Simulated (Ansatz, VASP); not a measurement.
# W3O in VASP and in Ansatz

Contents of INCAR:

```
SYSTEM = W3O
ALGO = Normal
EDIFF = 1E-7
ENCUT = 520
GGA = PS
ISIF = 2
ISMEAR = 0
LASPH = .True.
LCHARG = .False.
LREAL = .False.
LWAVE = .False.
NBANDS = 58
NELM = 100
PREC = Accurate
SIGMA = 0.15
```

The input KPOINTS:

```
k-points
0
Gamma
  8 8 8
  0 0 0
```

POSCAR

```
W3O
1.0
    4.8313496810      0.0000000000      0.0000000000
    0.0000000000      4.8313496810      0.0000000000
    0.0000000000      0.0000000000      4.8313496810
W O
6 2
Direct
    0.5000000000      0.7293018501      0.0000000000
    0.0000000000      0.4793018501      0.7500000000
    0.2500000000     -0.0206981499      0.5000000000
    0.5000000000      0.2293018501      0.0000000000
    0.0000000000      0.4793018501      0.2500000000
    0.7500000000     -0.0206981499      0.5000000000
    0.5000000000      0.5000000000      0.5000000000
    0.0000000000      0.0000000000      0.0000000000
```

Input for Ansatz:

```yaml
crystal:
  lattice:
    - [4.831349681, 0.0, 0.0]
    - [0.0, 4.831349681, 0.0]
    - [0.0, 0.0, 4.831349681]
  atoms:
    - { symbol: W, position: [0.5, 0.7293018501, 0.0] }
    - { symbol: W, position: [0.0, 0.4793018501, 0.75] }
    - { symbol: W, position: [0.25, -0.0206981499, 0.5] }
    - { symbol: W, position: [0.5, 0.2293018501, 0.0] }
    - { symbol: W, position: [0.0, 0.4793018501, 0.25] }
    - { symbol: W, position: [0.75, -0.0206981499, 0.5] }
    - { symbol: O, position: [0.5, 0.5, 0.5] }
    - { symbol: O, position: [0.0, 0.0, 0.0] }
basis:
  ecutwfc: 420
kpoints:
  mp_grid: { grid: [8, 8, 8] }
hamiltonian:
  xc: pbesol
scf:
  occupations: { method: gaussian, width: 0.15 }
output:
  forces: true
  stress: true
  eigenvalues: true
```

Change from the starting cell: all W atoms moved -0.100 Å, as atom 1 along Cartesian [0 1 0].

Alike in both runs: task single point; functional PBEsol; k mesh 8 × 8 × 8; occupations gaussian, width 0.15 eV; no spin polarisation.

```csv
,VASP,Ansatz
version,VASP 6.6.1,Ansatz 0.2.0
potentials or method,"VASP PAW PBE potentials, release 64 (W_sv, O), cutoff 520 eV","scalar-relativistic, plane waves, PAW"
valence electrons in the cell,96,96
```

|  | VASP | Ansatz | Ansatz less VASP |
| --- | --- | --- | --- |
| gap on the k mesh at the Fermi level (eV) | none | none | - |
| pressure (GPa) | 1.1 | 0.0 | -1.04 |
| traceless stress, the component that is largest in VASP (GPa) | -0.07 | -0.07 | -0.005 |
| rms of the force components (eV/Å) | 0.145 | 0.149 | +0.0043 |

VASP's potentials were made for PBE, not for PBEsol. Atom by atom the forces differ by 0.004 eV/Å (rms over components). A gap of «none» marks a metal or a gap that the smearing closes.

Spin-orbit coupling is off throughout.
